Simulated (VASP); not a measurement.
Input of a VASP 6.6.1 run:

File POSCAR:

```
SrTiO3
1.0
    3.9364184694      0.0000000000      0.0000000000
    0.0000000000      3.9364184694      0.0000000000
    0.0000000000      0.0000000000      3.9364184694
Sr Ti O
1 1 3
Direct
    0.5000000000      0.5000000000      0.5000000000
    0.0000000000      0.0000000000      0.0000000000
    0.5000000000      0.0000000000      0.0000000000
    0.0000000000      0.5000000000      0.0000000000
    0.0000000000      0.0000000000      0.5000000000
```

File INCAR.step1:

```
SYSTEM = SrTiO3
ALGO = Normal
EDIFF = 1E-4
ENCUT = 600
GGA = PE
ISMEAR = -1
LASPH = .TRUE.
LCHARG = .FALSE.
LREAL = .FALSE.
LWAVE = .TRUE.
NELM = 60
PREC = Accurate
SIGMA = 0.02
```

INCAR.step2

```
SYSTEM = SrTiO3
ALGO = Normal
EDIFF = 1E-6
EDIFFG = -0.005
ENCUT = 600
IBRION = 2
ISIF = 3
ISMEAR = -1
ISTART = 1
LASPH = .TRUE.
LCHARG = .FALSE.
LMIXTAU = .TRUE.
LREAL = .FALSE.
LWAVE = .FALSE.
METAGGA = R2SCAN
NELM = 60
NSW = 80
PREC = Accurate
SIGMA = 0.02
```

Contents of KPOINTS:

```
k-points
0
G
  6 6 6
  0 0 0
```

Potentials or basis: VASP PAW PBE potentials, release 64 (Sr_sv, Ti_sv, O).

Command:

```sh
$ cat potpaw_PBE.64/Sr_sv/POTCAR potpaw_PBE.64/Ti_sv/POTCAR potpaw_PBE.64/O/POTCAR > POTCAR
$ cp INCAR.step1 INCAR
$ mpirun -np 1 vasp_std > vasp.out
$ cp INCAR.step2 INCAR
$ mpirun -np 1 vasp_std > vasp.out
```

(1) Predict the space group after relaxing (to 0.1 Å).

(2) Estimate the relaxed cell.

(3) Estimate the band gap on the k mesh.

(4) Estimate the relaxed volume.

Answers

(1) Pm-3m (No. 221).

(2) a = 3.912 Å, b = 3.912 Å, c = 3.912 Å, α = 90.00°, β = 90.00°, γ = 90.00°.

(3) 2.26 eV (least direct gap 2.65 eV).

(4) 11.97 Å³/atom.

Caveat: the PAW data sets were made with another functional, which shifts forces and pressure a little.
